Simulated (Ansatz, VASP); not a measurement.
BeCd2Te3 in VASP and in Ansatz

File INCAR:

```
PREC     = Accurate       # precision mode
ENCUT    = 600            # plane-wave cutoff, eV
EDIFF    = 1E-6           # SCF threshold, eV
ISMEAR   = 0              # smearing method
SIGMA    = 0.1            # smearing width, eV
LREAL    = F              # projectors in reciprocal space
LASPH    = T              # aspherical terms in the spheres
NELM     = 120            # most SCF steps
ALGO     = Normal         # electronic algorithm
ISIF     = 2              # what is computed and relaxed
LWAVE    = F              # write WAVECAR
LCHARG   = F              # write CHGCAR
GGA      = PE             # functional
NBANDS   = 31             # bands
GGA_COMPAT= F
```

KPOINTS

```
regular mesh
0
Gamma
  6 6 2
```

The input POSCAR:

```
BeCd2Te3
1.0
    4.2534019100      0.0000000000      0.0000000000
   -2.1267009600      3.6835541100      0.0000000000
    0.0000000000      0.0000000000     10.5543601600
Be Cd Te
1 2 3
Direct
    0.0000000000      0.0000000000      0.5000000000
    0.3333333300      0.6666666700      0.8271350300
    0.6666666700      0.3333333300      0.1728649700
    0.3333333300      0.6666666700      0.3480919900
    0.6666666700      0.3333333300      0.6519080100
    0.0000000000      0.0000000000      0.0000000000
```

Input for Ansatz:

```yaml
crystal:
  lattice:
    - [4.25340191, 0.0, 0.0]
    - [-2.12670096, 3.68355411, 0.0]
    - [0.0, 0.0, 10.55436016]
  atoms:
    - { symbol: Be, position: [0.0, 0.0, 0.5] }
    - { symbol: Cd, position: [0.33333333, 0.66666667, 0.82713503] }
    - { symbol: Cd, position: [0.66666667, 0.33333333, 0.17286497] }
    - { symbol: Te, position: [0.33333333, 0.66666667, 0.34809199] }
    - { symbol: Te, position: [0.66666667, 0.33333333, 0.65190801] }
    - { symbol: Te, position: [0.0, 0.0, 0.0] }
basis:
  ecutwfc: 420
kpoints:
  mp_grid: { grid: [6, 6, 2] }
hamiltonian:
  xc: pbe
scf:
  occupations: { method: gaussian, width: 0.1 }
  lower_state_search: "off"
output:
  forces: true
  stress: true
  eigenvalues: true
```

Change from the starting cell: species swapped into the Sn2GeTe3 type (P-3m1, No. 164).

Alike in both runs: task single point; functional PBE; k mesh 6 × 6 × 2; occupations gaussian, width 0.1 eV; no spin polarisation.

|  | VASP | Ansatz |
| --- | --- | --- |
| version | VASP 6.6.1 | Ansatz 0.2.0 |
| potentials or method | VASP PAW PBE potentials, release 64 (Be, Cd, Te), cutoff 600 eV | scalar-relativistic, plane waves, PAW |
| valence electrons in the cell | 44 | 90 |

|  | VASP | Ansatz | Ansatz less VASP |
| --- | --- | --- | --- |
| gap on the k mesh at the Fermi level (eV) | none | none | - |
| pressure (GPa) | -3.1 | -3.2 | -0.07 |
| traceless stress, the component that is largest in VASP (GPa) | -0.34 | -0.34 | -0.002 |
| rms of the force components (eV/Å) | 0.244 | 0.239 | -0.0048 |

Atom by atom the forces differ by 0.005 eV/Å (rms over components). A gap of «none» marks a metal or a gap that the smearing closes. The functional is the same, so the differences come from potentials, cutoffs and numerics. VASP's potentials hold 44 valence electrons a cell and Ansatz's 90, so a difference there can come from the potentials and not from the codes.

Neither program's run includes spin-orbit coupling.
